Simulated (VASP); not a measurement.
# SnSe (Pm) in VASP: single point with PBE

Aim: the single point of SnSe with PBE.

All numbers are computed with VASP 6.6.1; they aren't measurements. Logs are shortened: lines on timing, memory, paths and dates and some standing lists are left out, and cuts for length are marked.

### 1 The cell of the first run

The structure is monoclinic, space group Pm (No. 6). Conventional cell: a = 4.310 Å, b = 4.318 Å, c = 6.237 Å, α = 90.00°, β = 110.21°, γ = 90.00°. Within 3.8 Å of Sn (site symmetry m) lie 7 Se at 2.76 to 3.79 Å and 2 Sn at 3.54 Å. Within 3.6 Å of Sn (site symmetry m) lie 5 Se at 2.76 to 3.06 Å and 2 Sn at 3.54 Å. Within 4.1 Å of Se (site symmetry m) lie 7 Sn at 2.76 to 3.79 Å and 6 Se at 3.93 to 4.00 Å. Se (site symmetry m) has 5 Sn at 2.76 to 3.10 Å within 3.6 Å.

### 2 Single point, PBE (one atom moved)

INCAR reads:

```
PREC     = Accurate       # precision mode
ENCUT    = 520            # plane-wave cutoff, eV
EDIFF    = 1E-6           # SCF threshold, eV
ISMEAR   = 0              # smearing method
SIGMA    = 0.02           # smearing width, eV
LREAL    = False          # projectors in reciprocal space
LASPH    = True           # aspherical terms in the spheres
NELM     = 100            # most SCF steps
ALGO     = Normal         # electronic algorithm
ISIF     = 2              # what is computed and relaxed
LWAVE    = False          # write WAVECAR
LCHARG   = False          # write CHGCAR
GGA      = PE             # functional
NBANDS   = 28             # bands
```

KPOINTS reads:

```
regular mesh
0
Gamma
  8 8 6
```

POSCAR reads:

```
SnSe
1.0
    2.1550000000     -5.8525000000      0.0000000000
    2.1550000000      5.8525000000      0.0000000000
    0.0000000000      0.0000000000      4.3180000000
Sn Se
2 2
Direct
    0.8904408353      0.1304408353      0.2500000000
    0.1200000000      0.8800000000      0.7500000000
    0.6440000000      0.3560000000      0.2500000000
    0.3560000000      0.6440000000      0.7500000000
```

Potentials or basis: VASP PAW PBE potentials, release 64 (Sn_d, Se).

The run is started by

```bash
$ cat potpaw_PBE.64/Sn_d/POTCAR potpaw_PBE.64/Se/POTCAR > POTCAR
$ mpirun -np 1 vasp_std > vasp.out
```

OUTCAR:

```text
PREC = Accurate
   ENCUT = 520
   EDIFF = 1E-6
   ISMEAR = 0
   LREAL = False
   LASPH = True
   NELM = 100
   ISIF = 2
   GGA = PE

 ion  position               nearest neighbor table
   1  0.890  0.130  0.250-   3 2.76   4 3.03   4 3.03   4 3.10   4 3.10   2 3.54   2 3.54
   2  0.120  0.880  0.750-   4 2.76   3 3.06   3 3.06   3 3.06   3 3.06   1 3.54   1 3.54
   3  0.644  0.356  0.250-   1 2.76   2 3.06   2 3.06   2 3.06   2 3.06
   4  0.356  0.644  0.750-   2 2.76   1 3.03   1 3.03   1 3.10   1 3.10

  LATTYP: Found a base centered orthorhombic cell.
 ALAT       =     4.3100000000
 B/A-ratio  =     2.7157772622
 C/A-ratio  =     1.0018561485

  Lattice vectors:

 A1 = (   2.1550000000,  -5.8525000000,   0.0000000000)
 A2 = (   2.1550000000,   5.8525000000,   0.0000000000)
 A3 = (   0.0000000000,   0.0000000000,   4.3180000000)

Analysis of symmetry for initial positions (statically):
=====================================================================
 Subroutine PRICEL returns:
 Original cell was already a primitive cell.

 Routine SETGRP: Setting up the symmetry group for a
 base centered orthorhombic supercell.

 Subroutine GETGRP returns: Found  2 space group operations
 (whereof  1 operations were pure point group operations)
 out of a pool of  8 trial point group operations.

The static configuration has the point symmetry C_1 .
 The point group associated with its full space group is C_1h.

Analysis of symmetry for dynamics (positions and initial velocities):
=====================================================================
 Subroutine PRICEL returns:
 Original cell was already a primitive cell.

 Routine SETGRP: Setting up the symmetry group for a
 base centered orthorhombic supercell.

 Subroutine GETGRP returns: Found  2 space group operations
 (whereof  1 operations were pure point group operations)
 out of a pool of  8 trial point group operations.

The dynamic configuration has the point symmetry C_1 .
 The point group associated with its full space group is C_1h.

 Subroutine INISYM returns: Found  2 space group operations
 (whereof  1 operations are pure point group operations),
 and found     1 'primitive' translations

----------------------------------------------------------------------------------------

                                     Primitive cell

  volume of cell :     108.9184

  direct lattice vectors                    reciprocal lattice vectors
     2.155000000 -5.852500000  0.000000000     0.232018561 -0.085433575  0.000000000
     2.155000000  5.852500000  0.000000000     0.232018561  0.085433575  0.000000000
     0.000000000  0.000000000  4.318000000     0.000000000  0.000000000  0.231588698

  length of vectors
     6.236648238  6.236648238  4.318000000     0.247247869  0.247247869  0.231588698

  position of ions in fractional coordinates (direct lattice)
     0.890440835  0.130440835  0.250000000
     0.120000000  0.880000000  0.750000000
     0.644000000  0.356000000  0.250000000
     0.356000000  0.644000000  0.750000000

  ion indices of the primitive-cell ions
   primitive index   ion index
                 1           1
                 2           2
                 3           3
                 4           4

----------------------------------------------------------------------------------------

 KPOINTS: regular mesh

Automatic generation of k-mesh.
 Grid dimensions read from file:
 generate k-points for:    8    8    6

 Generating k-lattice:

  Cartesian coordinates                     Fractional coordinates (reciprocal lattice)
     0.029002320 -0.010679197  0.000000000     0.125000000  0.000000000  0.000000000
     0.029002320  0.010679197  0.000000000     0.000000000  0.125000000  0.000000000
     0.000000000  0.000000000  0.038598116     0.000000000  0.000000000  0.166666667

  Length of vectors
     0.030905984  0.030905984  0.038598116

  Shift w.r.t. Gamma in fractional coordinates (k-lattice)
     0.000000000  0.000000000  0.000000000

 Subroutine IBZKPT returns following result:
 ===========================================

 Found    136 irreducible k-points:

 Following reciprocal coordinates:
            Coordinates               Weight
  0.000000  0.000000  0.000000      1.000000
  0.125000 -0.000000  0.000000      2.000000
 -0.000000  0.125000  0.000000      2.000000
  0.250000 -0.000000  0.000000      2.000000
 -0.000000  0.250000  0.000000      2.000000
  0.375000  0.000000  0.000000      2.000000
[... 16 lines left out ...]
  0.375000  0.250000  0.000000      2.000000
  0.250000  0.375000  0.000000      2.000000
 [... further k-points ...]
   k-points           NKPTS =    136   k-points in BZ     NKDIM =    136   number of bands    NBANDS=     28
   number of dos      NEDOS =    301   number of ions     NIONS =      4
   total plane-waves  NPLWV =  73728
   dimension x,y,z NGX =    48 NGY =   48 NGZ =   32
   dimension x,y,z NGXF=    96 NGYF=   96 NGZF=   64
   ions per type =               2   2
   NGX,Y,Z   is equivalent  to a cutoff of  12.80, 12.80, 12.32 a.u.
   NGXF,Y,Z  is equivalent  to a cutoff of  25.59, 25.59, 24.64 a.u.
 SYSTEM =  unknown system
   PREC   = accura    normal or accurate (medium, high low for compatibility)
   ISTART =      0    job   : 0-new  1-cont  2-samecut
   ICHARG =      2    charge: 1-file 2-atom 10-const
   ISPIN  =      1    spin polarized calculation?
   LNONCOLLINEAR =      F non collinear calculations
   LSORBIT =      F    spin-orbit coupling
   LASPH  =      T    aspherical Exc in radial PAW
   ENCUT  =  520.0 eV  38.22 Ry    6.18 a.u.  11.60 11.60  8.03*2*pi/ulx,y,z
   NELM   =    100;   NELMIN=  2; NELMDL= -5     # of ELM steps
   EDIFF  = 0.1E-05   stopping-criterion for ELM
   LREAL  =      F    real-space projection
   EDIFFG = 0.1E-04   stopping-criterion for IOM
   NSW    =      0    number of steps for IOM
   IBRION =     -1    ionic relax: 0-MD 1-quasi-New 2-CG
   NFREE  =      0    steps in history (QN), initial steepest desc. (CG)
   ISIF   =      2    stress and relaxation
   ISYM   =      2    0-nonsym 1-usesym 2-fastsym
   POTIM  = 0.5000    time-step for ionic-motion
   TEBEG  =    0.0;   TEEND  =   0.0 temperature during run
   PSTRESS=    0.0 pullay stress
   NELECT =      40.0000    total number of electrons
   NUPDOWN=      -1.0000    fix difference up-down
   EMIN   =  10.00;   EMAX   =-10.00  energy-range for DOS
   EFERMI =   0.00;   METHOD = LEGACY
   ISMEAR =     0;   SIGMA  =   0.02  broadening in eV -4-tet -1-fermi 0-gaus
   EFERMI_NEDOS =   21; number of points for ismear=-14 and -15
   IALGO  =     38    algorithm
   IMIX   =      4    mixing-type and parameters
     AMIX     =   0.40;   BMIX     =  1.00
     AMIX_MAG =   1.60;   BMIX_MAG =  1.00
  volume/ion in A,a.u.               =      27.23       183.75
  Fermi-wavevector in a.u.,A,eV,Ry     =   1.172360  2.215439 18.700233  1.374428
  Thomas-Fermi vector in A             =   2.308790
   LORBIT       =      0    0 simple, 1 ext, 2 COOP (PROOUT), +10 PAW based schemes
   GGA     = PE    functional components
   LHFCALC =     F    Hartree Fock is set to
   AEXX    =    0.0000 exact exchange contribution
   IVDW    =     0    specifies the selected vdW correction
   LEPSILON=     F    determine dielectric tensor
   LRPA    =     F    only Hartree local field effects (RPA)
 non-spin polarized calculation
 Gauss-broadening in eV      SIGMA  =   0.02
  energy-cutoff  :      520.00
  volume of cell :      108.92
 maximum number of plane-waves:      2968
 NGX is ok and might be reduce to    48
   NGX = 23   NGY = 23   NGZ = 17

 number of electron      40.0000007 magnetization

 Free energy of the ion-electron system (eV)
  ---------------------------------------------------
  ext. energy  EPLUGINS =         0.00000000
  ---------------------------------------------------
  free energy    TOTEN  =       -16.36563638 eV

  energy without entropy =      -16.36563638  energy(sigma->0) =      -16.36563638

 E-fermi :   5.3582     XC(G=0):  -9.6404

 val. band max:        5.2500580012   @ k =   0.5000   0.5000   0.3333
 cond. band min:       5.5605048800   @ k =   0.5000   0.5000   0.0000
 fundamental gap:      0.3104468788
 Fermi energy:         5.3582251538

 k-point     1 :       0.0000    0.0000    0.0000
  band No.  band energies     occupation
      1     -16.1998      2.00000
      2     -16.1977      2.00000
      3     -16.1873      2.00000
      4     -16.1823      2.00000
      5     -16.1774      2.00000
      6     -16.1607      2.00000
[... 20 lines left out ...]
     27      10.5431      0.00000
     28      11.6409      0.00000

 k-point     2 :       0.1250   -0.0000    0.0000
  band No.  band energies     occupation
      1     -16.1987      2.00000
      2     -16.1966      2.00000
      3     -16.1887      2.00000
      4     -16.1829      2.00000
      5     -16.1766      2.00000
      6     -16.1587      2.00000
[... 20 lines left out ...]
     27      10.7907      0.00000
     28      11.6522      0.00000

 k-point     3 :      -0.0000    0.1250    0.0000
  band No.  band energies     occupation
      1     -16.1987      2.00000
      2     -16.1966      2.00000
      3     -16.1887      2.00000
      4     -16.1829      2.00000
      5     -16.1765      2.00000
      6     -16.1586      2.00000
[... 20 lines left out ...]
     27      10.7969      0.00000
     28      11.6943      0.00000

 k-point     4 :       0.2500   -0.0000    0.0000
  band No.  band energies     occupation
      1     -16.1958      2.00000
      2     -16.1940      2.00000
      3     -16.1917      2.00000
      4     -16.1848      2.00000
      5     -16.1746      2.00000
      6     -16.1545      2.00000
[... 20 lines left out ...]
     27      11.1468      0.00000
     28      12.1130      0.00000

 k-point     5 :      -0.0000    0.2500    0.0000
  band No.  band energies     occupation
      1     -16.1958      2.00000
      2     -16.1938      2.00000
      3     -16.1916      2.00000
      4     -16.1847      2.00000
      5     -16.1743      2.00000
      6     -16.1538      2.00000
[... 20 lines left out ...]
     27      11.2245      0.00000
     28      12.1065      0.00000

 k-point     6 :       0.3750    0.0000    0.0000
  band No.  band energies     occupation
      1     -16.1945      2.00000
      2     -16.1929      2.00000
      3     -16.1914      2.00000
      4     -16.1866      2.00000
      5     -16.1728      2.00000
      6     -16.1537      2.00000
[... 463 lines left out ...]
      5     -16.1763      2.00000
      6     -16.1599      2.00000
[... 20 lines left out ...]
     27      10.4555      0.00000
     28      11.3172      0.00000

 k-point    22 :       0.2500    0.2500    0.0000
  band No.  band energies     occupation
      1     -16.1960      2.00000
      2     -16.1917      2.00000
      3     -16.1902      2.00000
      4     -16.1866      2.00000
      5     -16.1721      2.00000
      6     -16.1538      2.00000
[... 20 lines left out ...]
     27      12.5329      0.00000
     28      13.0908      0.00000

 k-point    23 :       0.3750    0.2500    0.0000
  band No.  band energies     occupation
      1     -16.1955      2.00000
      2     -16.1933      2.00000
      3     -16.1905      2.00000
      4     -16.1852      2.00000
      5     -16.1709      2.00000
      6     -16.1549      2.00000
[... 20 lines left out ...]
     27      12.0072      0.00000
     28      13.0040      0.00000

 k-point    24 :       0.2500    0.3750    0.0000
  band No.  band energies     occupation
      1     -16.1954      2.00000
      2     -16.1933      2.00000
      3     -16.1904      2.00000
      4     -16.1852      2.00000
      5     -16.1706      2.00000
      6     -16.1547      2.00000
[... 20 lines left out ...]
     27      11.9934      0.00000
     28      13.0143      0.00000

 [... further k-points ...]
[... 5 lines left out ...]
  --------------------------------------------------------------------------------------
  -------------------------------------------------------------------------------------
  Total       -0.5619243      0.1369099     -0.5472683      0.0300237      0.0000000      0.0000000
  in kB       -8.2658415      2.0139284     -8.0502529      0.4416449      0.0000000      0.0000000
  external PRESSURE =      -4.7673887 kB  Pullay stress =       0.0000000 kB

 VOLUME and BASIS-vectors are now :
 -----------------------------------------------------------------------------
  energy-cutoff  :      520.00
  volume of cell :      108.92
      direct lattice vectors                 reciprocal lattice vectors
     2.155000000 -5.852500000  0.000000000     0.232018561 -0.085433575  0.000000000
     2.155000000  5.852500000  0.000000000     0.232018561  0.085433575  0.000000000
     0.000000000  0.000000000  4.318000000     0.000000000  0.000000000  0.231588698

 POSITION                                       TOTAL-FORCE (eV/Angst)
 -----------------------------------------------------------------------------------
      2.20000     -4.44790      1.07950         0.019253      0.261856      0.000000
      2.15500      4.44790      3.23850         0.002051     -0.261204      0.000000
      2.15500     -1.68552      1.07950        -0.006889     -0.051852      0.000000
      2.15500      1.68552      3.23850        -0.014415      0.051200      0.000000
 -----------------------------------------------------------------------------------
    total drift:                                0.000010      0.000046      0.000000

  FREE ENERGIE OF THE ION-ELECTRON SYSTEM (eV)
  ---------------------------------------------------
  free  energy   TOTEN  =       -16.3656363805 eV

  energy  without entropy=      -16.3656363805  energy(sigma->0) =      -16.36563638
```

It took 2.8 min on 1 thread of Intel Xeon 6975P-C (Granite Rapids), shared host; peak memory 0.49 GiB.

Results:

- Free energy: -16.3656 eV
- Pressure: -0.5 GPa
- Largest force: 0.263 eV/Å
- Band gap on the k mesh: 0.31 eV (least direct gap 0.33 eV)

Forces in eV/Å, atoms in the order of the input:
```
Sn   0.019  0.262  0.000
Sn   0.002 -0.261  0.000
Se  -0.007 -0.052  0.000
Se  -0.014  0.051  0.000
```

Stress tensor (GPa, compression positive):
```
-0.83  0.04  0.00
 0.04  0.20  0.00
 0.00  0.00 -0.81
```

Caveat: the cell differs from its parent crystal (one atom moved); spin-orbit coupling is left out, which moves the levels of the heavy elements. A k mesh can miss the band edges.
